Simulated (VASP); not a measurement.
# H12CO8 in VASP: further runs

H12CO8 is run at these levels: PBEsol; tasks: single point.

All numbers are computed with VASP 6.6.1; they aren't measurements. Logs are shortened: lines on timing, memory, paths and dates and some standing lists are left out, and cuts for length are marked.

### 1 The cell of the first run

The cell holds a disordered packing, 21 atoms: a = 6.266 Å, b = 6.266 Å, c = 6.266 Å, α = 90.00°, β = 90.00°, γ = 90.00°.

### 2 Single point, PBEsol

INCAR reads:

```
PREC     = Accurate       # precision mode
ENCUT    = 520            # plane-wave cutoff, eV
EDIFF    = 1E-6           # SCF threshold, eV
ISMEAR   = -1             # smearing method
SIGMA    = 0.02           # smearing width, eV
LREAL    = False          # projectors in reciprocal space
LASPH    = True           # aspherical terms in the spheres
NELM     = 120            # most SCF steps
ALGO     = Normal         # electronic algorithm
ISIF     = 2              # what is computed and relaxed
LWAVE    = False          # write WAVECAR
LCHARG   = False          # write CHGCAR
GGA      = PS             # functional
NBANDS   = 48             # bands
GGA_COMPAT= False
```

KPOINTS reads:

```
regular mesh
0
Gamma
  1 1 1
```

POSCAR reads:

```
H12CO8
1.0
    6.2658270000      0.0000000000      0.0000000000
    0.0000000000      6.2658270000      0.0000000000
    0.0000000000      0.0000000000      6.2658270000
O H C
8 12 1
Direct
    0.8825969820      0.7717417031      1.0082946752
    0.4281956715      0.3208515013      0.8749523407
    0.6595458189      0.0786807552      0.2169546015
    0.7661718078      0.4723398843      0.7335184964
    0.6636633919      0.5377103453      0.3646286436
    0.3054983803      0.5890204118      0.1543451487
    0.4243015327      0.8942634388      0.6266531138
    0.1208938581      1.0560138350      0.4864162384
    0.8111937977      0.6656264209      0.8950773777
    1.0356972831      0.7283795100      1.0029162950
    0.5538135668      0.4001865995      0.8144016744
    0.5183354089      0.2086396576      0.9451266369
    0.7610328214      0.1916426994      0.2268814635
    0.7280762779     -0.0270674565      0.1196170912
    0.8856452628      0.3726084362      0.7299595089
    0.7095950782      0.4824742209      0.5564628580
    0.7283795100      0.6802773201      0.3435619911
    0.5224529819      0.5513079119      0.2720470897
    0.1902063367      0.5653842661      0.2548266973
    0.3363163394      0.4449851552      0.0796383303
    0.2798672865      0.9698959132      0.5469190260
```

Potentials or basis: VASP PAW PBE potentials, release 64 (O, H, C).

Command:

```console
cat potpaw_PBE.64/O/POTCAR potpaw_PBE.64/H/POTCAR potpaw_PBE.64/C/POTCAR > POTCAR
mpirun -np 1 vasp_gam > vasp.out
```

OUTCAR:

```text
PREC = Accurate
   ENCUT = 520
   EDIFF = 1E-6
   ISMEAR = -1
   LREAL = False
   LASPH = True
   NELM = 120
   ISIF = 2
   GGA = PS

 ion  position               nearest neighbor table
   1  0.883  0.772  0.008-  10 1.00   9 1.07
   2  0.428  0.321  0.875-  12 1.00  11 1.01
   3  0.660  0.079  0.217-  13 0.95  14 1.00
   4  0.766  0.472  0.734-  15 0.98  16 1.17
   5  0.664  0.538  0.365-  17 0.99  18 1.06  16 1.28
   6  0.305  0.589  0.154-  19 0.97  20 1.03
   7  0.424  0.894  0.627-  21 1.14
   8  0.121  0.056  0.486-  21 1.19
   9  0.811  0.666  0.895-   1 1.07
  10  0.036  0.728  0.003-   1 1.00
  11  0.554  0.400  0.814-   2 1.01
  12  0.518  0.209  0.945-   2 1.00
  13  0.761  0.192  0.227-   3 0.95
  14  0.728  0.973  0.120-   3 1.00
  15  0.886  0.373  0.730-   4 0.98
  16  0.710  0.482  0.556-   4 1.17   5 1.28
  17  0.728  0.680  0.344-   5 0.99
  18  0.522  0.551  0.272-   5 1.06
  19  0.190  0.565  0.255-   6 0.97
  20  0.336  0.445  0.080-   6 1.03
  21  0.280  0.970  0.547-   7 1.14   8 1.19

  LATTYP: Found a simple cubic cell.
 ALAT       =     6.2658270000

  Lattice vectors:

 A1 = (   6.2658270000,   0.0000000000,   0.0000000000)
 A2 = (   0.0000000000,   6.2658270000,   0.0000000000)
 A3 = (   0.0000000000,   0.0000000000,   6.2658270000)

Analysis of symmetry for initial positions (statically):
=====================================================================
 Subroutine PRICEL returns:
 Original cell was already a primitive cell.

 Routine SETGRP: Setting up the symmetry group for a
 simple cubic supercell.

 Subroutine GETGRP returns: Found  1 space group operations
 (whereof  1 operations were pure point group operations)
 out of a pool of 48 trial point group operations.

The static configuration has the point symmetry C_1 .

Analysis of symmetry for dynamics (positions and initial velocities):
=====================================================================
 Subroutine PRICEL returns:
 Original cell was already a primitive cell.

 Routine SETGRP: Setting up the symmetry group for a
 simple cubic supercell.

 Subroutine GETGRP returns: Found  1 space group operations
 (whereof  1 operations were pure point group operations)
 out of a pool of 48 trial point group operations.

The dynamic configuration has the point symmetry C_1 .

 Subroutine INISYM returns: Found  1 space group operations
 (whereof  1 operations are pure point group operations),
 and found     1 'primitive' translations

----------------------------------------------------------------------------------------

                                     Primitive cell

  volume of cell :     246.0001

  direct lattice vectors                    reciprocal lattice vectors
     6.265827000  0.000000000  0.000000000     0.159595852  0.000000000  0.000000000
     0.000000000  6.265827000  0.000000000     0.000000000  0.159595852  0.000000000
     0.000000000  0.000000000  6.265827000     0.000000000  0.000000000  0.159595852

  length of vectors
     6.265827000  6.265827000  6.265827000     0.159595852  0.159595852  0.159595852

  position of ions in fractional coordinates (direct lattice)
     0.882596982  0.771741703  0.008294675
     0.428195671  0.320851501  0.874952341
     0.659545819  0.078680755  0.216954601
     0.766171808  0.472339884  0.733518496
     0.663663392  0.537710345  0.364628644
     0.305498380  0.589020412  0.154345149
     0.424301533  0.894263439  0.626653114
     0.120893858  0.056013835  0.486416238
     0.811193798  0.665626421  0.895077378
     0.035697283  0.728379510  0.002916295
     0.553813567  0.400186600  0.814401674
     0.518335409  0.208639658  0.945126637
     0.761032821  0.191642699  0.226881463
     0.728076278  0.972932544  0.119617091
     0.885645263  0.372608436  0.729959509
     0.709595078  0.482474221  0.556462858
     0.728379510  0.680277320  0.343561991
     0.522452982  0.551307912  0.272047090
     0.190206337  0.565384266  0.254826697
     0.336316339  0.444985155  0.079638330
     0.279867286  0.969895913  0.546919026

  ion indices of the primitive-cell ions
   primitive index   ion index
                 1           1
                 2           2
                 3           3
                 4           4
                 5           5
                 6           6
                 7           7
                 8           8
                 9           9
                10          10
                11          11
                12          12
                13          13
                14          14
                15          15
                16          16
                17          17
                18          18
                19          19
                20          20
                21          21

----------------------------------------------------------------------------------------

 KPOINTS: regular mesh

Automatic generation of k-mesh.
 Grid dimensions read from file:
 generate k-points for:    1    1    1

 Generating k-lattice:

  Cartesian coordinates                     Fractional coordinates (reciprocal lattice)
     0.159595852  0.000000000  0.000000000     1.000000000  0.000000000  0.000000000
     0.000000000  0.159595852  0.000000000     0.000000000  1.000000000  0.000000000
     0.000000000  0.000000000  0.159595852     0.000000000  0.000000000  1.000000000

  Length of vectors
     0.159595852  0.159595852  0.159595852

  Shift w.r.t. Gamma in fractional coordinates (k-lattice)
     0.000000000  0.000000000  0.000000000

 Subroutine IBZKPT returns following result:
 ===========================================

 Found      1 irreducible k-points:

 Following reciprocal coordinates:
            Coordinates               Weight
  0.000000  0.000000  0.000000      1.000000
   k-points           NKPTS =      1   k-points in BZ     NKDIM =      1   number of bands    NBANDS=     48
   number of dos      NEDOS =    301   number of ions     NIONS =     21
   total plane-waves  NPLWV = 110592
   dimension x,y,z NGX =    48 NGY =   48 NGZ =   48
   dimension x,y,z NGXF=    96 NGYF=   96 NGZF=   96
   ions per type =               8  12   1
   NGX,Y,Z   is equivalent  to a cutoff of  12.74, 12.74, 12.74 a.u.
   NGXF,Y,Z  is equivalent  to a cutoff of  25.47, 25.47, 25.47 a.u.
 SYSTEM =  unknown system
   PREC   = accura    normal or accurate (medium, high low for compatibility)
   ISTART =      0    job   : 0-new  1-cont  2-samecut
   ICHARG =      2    charge: 1-file 2-atom 10-const
   ISPIN  =      1    spin polarized calculation?
   LNONCOLLINEAR =      F non collinear calculations
   LSORBIT =      F    spin-orbit coupling
   LASPH  =      T    aspherical Exc in radial PAW
   ENCUT  =  520.0 eV  38.22 Ry    6.18 a.u.  11.65 11.65 11.65*2*pi/ulx,y,z
   NELM   =    120;   NELMIN=  2; NELMDL= -5     # of ELM steps
   EDIFF  = 0.1E-05   stopping-criterion for ELM
   LREAL  =      F    real-space projection
   EDIFFG = 0.1E-04   stopping-criterion for IOM
   NSW    =      0    number of steps for IOM
   IBRION =     -1    ionic relax: 0-MD 1-quasi-New 2-CG
   NFREE  =      0    steps in history (QN), initial steepest desc. (CG)
   ISIF   =      2    stress and relaxation
   ISYM   =      2    0-nonsym 1-usesym 2-fastsym
   POTIM  = 0.5000    time-step for ionic-motion
   TEBEG  =    0.0;   TEEND  =   0.0 temperature during run
   PSTRESS=    0.0 pullay stress
   NELECT =      64.0000    total number of electrons
   NUPDOWN=      -1.0000    fix difference up-down
   EMIN   =  10.00;   EMAX   =-10.00  energy-range for DOS
   EFERMI =   0.00;   METHOD = LEGACY
   ISMEAR =    -1;   SIGMA  =   0.02  broadening in eV -4-tet -1-fermi 0-gaus
   EFERMI_NEDOS =   21; number of points for ismear=-14 and -15
   IALGO  =     38    algorithm
   IMIX   =      4    mixing-type and parameters
     AMIX     =   0.40;   BMIX     =  1.00
     AMIX_MAG =   1.60;   BMIX_MAG =  1.00
  volume/ion in A,a.u.               =      11.71        79.05
  Fermi-wavevector in a.u.,A,eV,Ry     =   1.045097  1.974946 14.860648  1.092227
  Thomas-Fermi vector in A             =   2.179878
   LORBIT       =      0    0 simple, 1 ext, 2 COOP (PROOUT), +10 PAW based schemes
   GGA     = PS    functional components
   LHFCALC =     F    Hartree Fock is set to
   AEXX    =    0.0000 exact exchange contribution
   IVDW    =     0    specifies the selected vdW correction
   LEPSILON=     F    determine dielectric tensor
   LRPA    =     F    only Hartree local field effects (RPA)
 non-spin polarized calculation
  energy-cutoff  :      520.00
  volume of cell :      246.00
 maximum number of plane-waves:      3310
 NGX is ok and might be reduce to    48
   NGX = 23   NGY = 23   NGZ = 23

 number of electron      63.9999995 magnetization

 Free energy of the ion-electron system (eV)
  ---------------------------------------------------
  ext. energy  EPLUGINS =         0.00000000
  ---------------------------------------------------
  free energy    TOTEN  =      -111.68793524 eV

  energy without entropy =     -111.68793524  energy(sigma->0) =     -111.68793524

 E-fermi :  -2.9761     XC(G=0):  -6.6284

 val. band max:       -3.5081909486   @ k =   0.0000   0.0000   0.0000
 cond. band min:       0.9131425213   @ k =   0.0000   0.0000   0.0000
 fundamental gap:      4.4213334699
 Fermi energy:        -2.9760941416

 k-point     1 :       0.0000    0.0000    0.0000
  band No.  band energies     occupation
      1     -25.8912      2.00000
      2     -24.4541      2.00000
      3     -22.7884      2.00000
      4     -22.1941      2.00000
      5     -21.7631      2.00000
      6     -21.5710      2.00000
      7     -21.1339      2.00000
      8     -20.7581      2.00000
      9     -10.7930      2.00000
     10     -10.2409      2.00000
     11     -10.1442      2.00000
     12      -9.8543      2.00000
     13      -9.6164      2.00000
     14      -9.2748      2.00000
     15      -9.2401      2.00000
     16      -9.1581      2.00000
     17      -9.0953      2.00000
     18      -8.7852      2.00000
     19      -7.5780      2.00000
     20      -6.9561      2.00000
     21      -6.5724      2.00000
     22      -6.5028      2.00000
     23      -5.8527      2.00000
     24      -5.5821      2.00000
     25      -5.4751      2.00000
     26      -5.1244      2.00000
     27      -4.6058      2.00000
     28      -4.4253      2.00000
     29      -3.9875      2.00000
     30      -3.8802      2.00000
     31      -3.7952      2.00000
     32      -3.5082      2.00000
     33       0.9131      0.00000
     34       2.8530      0.00000
     35       3.0823      0.00000
     36       4.2744      0.00000
     37       4.7208      0.00000
     38       4.8617      0.00000
     39       5.1030      0.00000
     40       5.3243      0.00000
     41       5.9601      0.00000
     42       6.5105      0.00000
     43       6.6401      0.00000
     44       6.9682      0.00000
 [bands above 44 left out]

------------------------ aborting loop because EDIFF is reached ----------------------------------------

  FORCE on cell =-STRESS in cart. coord.  units (eV):
  Direction    XX          YY          ZZ          XY          YZ          ZX
  --------------------------------------------------------------------------------------
  -------------------------------------------------------------------------------------
  Total        0.1497445      0.0577251     -0.8608902      1.5833486     -1.6204078     -1.0712786
  in kB        0.9752729      0.3759587     -5.6069044     10.3122139    -10.5535777     -6.9771462
  external PRESSURE =      -1.4185576 kB  Pullay stress =       0.0000000 kB

 VOLUME and BASIS-vectors are now :
 -----------------------------------------------------------------------------
  energy-cutoff  :      520.00
  volume of cell :      246.00
      direct lattice vectors                 reciprocal lattice vectors
     6.265827000  0.000000000  0.000000000     0.159595852  0.000000000  0.000000000
     0.000000000  6.265827000  0.000000000     0.000000000  0.159595852  0.000000000
     0.000000000  0.000000000  6.265827000     0.000000000  0.000000000  0.159595852

 POSITION                                       TOTAL-FORCE (eV/Angst)
 -----------------------------------------------------------------------------------
      5.53020      4.83560      0.05197        -0.208269     -1.304242     -1.200671
      2.68300      2.01040      5.48230         0.018895     -1.174684      1.009579
      4.13260      0.49300      1.35940        -0.853561     -0.857287     -0.744981
      4.80070      2.95960      4.59610         0.242576      0.171555     -1.446881
      4.15840      3.36920      2.28470        -0.457700      0.714169     -1.095452
      1.91420      3.69070      0.96710         0.331465     -0.449836      0.106464
      2.65860      5.60330      3.92650         3.042429     -1.870887      1.232346
      0.75750      0.35097      3.04780         1.218884     -0.733960     -0.049550
      5.08280      4.17070      5.60840         0.952487      0.939886      1.004649
      0.22367      4.56390      0.01827        -0.622013      0.401982      0.175957
      3.47010      2.50750      5.10290         0.145164      0.339537     -0.226267
      3.24780      1.30730      5.92200        -0.866208      0.067862      0.142271
      4.76850      1.20080      1.42160         0.672599      0.878906      0.255837
      4.56200      6.09623      0.74950         0.285981     -0.076861      0.219144
      5.54930      2.33470      4.57380        -0.050251     -0.064742      0.182419
      4.44620      3.02310      3.48670         0.195519      0.410242      1.171911
      4.56390      4.26250      2.15270        -0.004101     -0.414918     -0.048852
      3.27360      3.45440      1.70460         0.448089     -0.062208      1.022287
      1.19180      3.54260      1.59670        -0.196373     -0.119014      0.276037
      2.10730      2.78820      0.49900        -0.095487      0.511620     -0.871836
      1.75360      6.07720      3.42690        -4.200125      2.692880     -1.114411
 -----------------------------------------------------------------------------------
    total drift:                                0.000074      0.000006      0.000459

  FREE ENERGIE OF THE ION-ELECTRON SYSTEM (eV)
  ---------------------------------------------------
  free  energy   TOTEN  =      -111.6879352378 eV

  energy  without entropy=     -111.6879352378  energy(sigma->0) =     -111.68793524
```

Wall time 28 s (1 thread of Intel Xeon Platinum 8259CL at 2.50GHz (Skylake/Cascade Lake), shared host); peak memory 0.31 GiB.

Results:

- Free energy: -111.6879 eV
- Pressure: -0.1 GPa
- Largest force: 5.112 eV/Å

Forces in eV/Å, atoms in the order of the input:
```
O   -0.208 -1.304 -1.201
O    0.019 -1.175  1.010
O   -0.854 -0.857 -0.745
O    0.243  0.172 -1.447
O   -0.458  0.714 -1.095
O    0.331 -0.450  0.106
O    3.042 -1.871  1.232
O    1.219 -0.734 -0.050
H    0.952  0.940  1.005
H   -0.622  0.402  0.176
H    0.145  0.340 -0.226
H   -0.866  0.068  0.142
H    0.673  0.879  0.256
H    0.286 -0.077  0.219
H   -0.050 -0.065  0.182
H    0.196  0.410  1.172
H   -0.004 -0.415 -0.049
H    0.448 -0.062  1.022
H   -0.196 -0.119  0.276
H   -0.095  0.512 -0.872
C   -4.200  2.693 -1.114
```

Levels at points of the mesh, in eV from the Fermi level:
```tsv
k point	band 28	band 29	band 30	band 31	band 32	band 33	band 34	band 35	band 36	band 37
(0.00, 0.00, 0.00)	-1.45	-1.01	-0.90	-0.82	-0.53	3.89	5.83	6.06	7.25	7.70
```

Caveat: the k points lie up to 1.00 Å⁻¹ apart, too coarse for converged energies, forces and pressures; the PAW data sets were made with another functional, which shifts forces and pressure a little.

### 3 Single point, PBEsol

INCAR reads:

```
SYSTEM = H12CO8
ALGO = Normal
EDIFF = 1E-6
ENCUT = 520
GGA = PS
GGA_COMPAT = .FALSE.
ISIF = 2
ISMEAR = -1
LASPH = .TRUE.
LCHARG = .TRUE.
LELF = .TRUE.
LREAL = .FALSE.
LVHAR = .TRUE.
LWAVE = .FALSE.
NBANDS = 48
NELM = 120
PREC = Accurate
SIGMA = 0.02
```

KPOINTS reads:

```
k-points
0
G
  1 1 1
  0 0 0
```

POSCAR reads:

```
H12CO8
1.0
    6.2658270000      0.0000000000      0.0000000000
    0.0000000000      6.2658270000      0.0000000000
    0.0000000000      0.0000000000      6.2658270000
O H C
8 12 1
Direct
    0.8991789911      0.7988570383      0.9970272081
    0.4654134243      0.3000721214      0.9681243992
    0.6395324991     -0.0096715086      0.2281263112
    0.8066453159      0.4925128000      0.7370934435
    0.6538163278      0.5411576157      0.3841312567
    0.2504856901      0.5455145825      0.1683097858
    0.4510976763      0.9140214053      0.6521565310
    0.1522704026      1.0663077675      0.4781332137
    0.8238018700      0.6852886299      0.9243472570
    1.0168809321      0.7444667719      1.0698029167
    0.5931060656      0.3367791674      0.8718402216
    0.5093342028      0.1656604946      1.0360483939
    0.7451530341      0.0332278564      0.3315763426
    0.7740877621     -0.0680197522      0.1214843627
    0.9010462625      0.3710284373      0.7355932425
    0.7193623443      0.4878685607      0.5964256594
    0.6818573191      0.6996362970      0.4090760884
    0.5194844990      0.5533507389      0.3076050456
    0.1773269514      0.4183326479      0.1978509780
    0.3453335051      0.4715738242      0.0770847966
    0.3037747451      0.9921116558      0.5568937668
```

Potentials or basis: VASP PAW PBE potentials, release 64 (O, H, C).

Command:

```console
cat potpaw_PBE.64/O/POTCAR potpaw_PBE.64/H/POTCAR potpaw_PBE.64/C/POTCAR > POTCAR
mpirun -np 1 vasp_gam > vasp.out
```

It took 32 s on 1 thread of Intel Xeon Platinum 8259CL at 2.50GHz (Skylake/Cascade Lake), shared host; peak memory 0.3 GiB.

Results (log left out):

```yaml
Free_energy: -111.2914 eV
Pressure: 1.9 GPa
Largest_force: 3.738 eV/Å
```

Forces in eV/Å, atoms in the order of the input:
```
O   -1.318  2.663 -0.613
O    1.500 -0.258 -1.954
O    1.588 -0.621 -1.246
O   -0.782 -0.431  0.328
O    0.801  1.997  0.365
O   -1.294  3.078  1.682
O   -2.006  1.085 -1.472
O   -0.491  0.374 -0.531
H   -0.189 -1.056 -0.766
H    2.408 -1.454  1.206
H   -1.050  0.183  0.852
H    0.227 -0.235  0.734
H   -0.114  0.883  1.033
H   -1.898 -0.470  0.214
H    0.493 -0.249 -0.042
H    0.275  0.042  0.145
H   -0.181 -1.279 -0.568
H   -1.087 -0.415 -0.280
H   -1.829 -1.494  1.234
H    2.466 -0.847 -2.393
C    2.482 -1.496  2.071
```

Stress tensor (GPa, compression positive):
```
 1.07 -0.19 -0.38
-0.19  1.88  1.28
-0.38  1.28  2.87
```

Levels at points of the mesh, in eV from the Fermi level:
| k point | band 28 | band 29 | band 30 | band 31 | band 32 | band 33 | band 34 | band 35 | band 36 | band 37 |
| --- | --- | --- | --- | --- | --- | --- | --- | --- | --- | --- |
| (0.00, 0.00, 0.00) | -1.61 | -1.49 | -1.19 | -0.95 | -0.59 | 3.77 | 5.20 | 5.22 | 7.15 | 7.38 |

Caveat: the k points lie up to 1.00 Å⁻¹ apart, too coarse for converged energies, forces and pressures; the PAW data sets were made with another functional, which shifts forces and pressure a little.

[end of part 1 of 2]
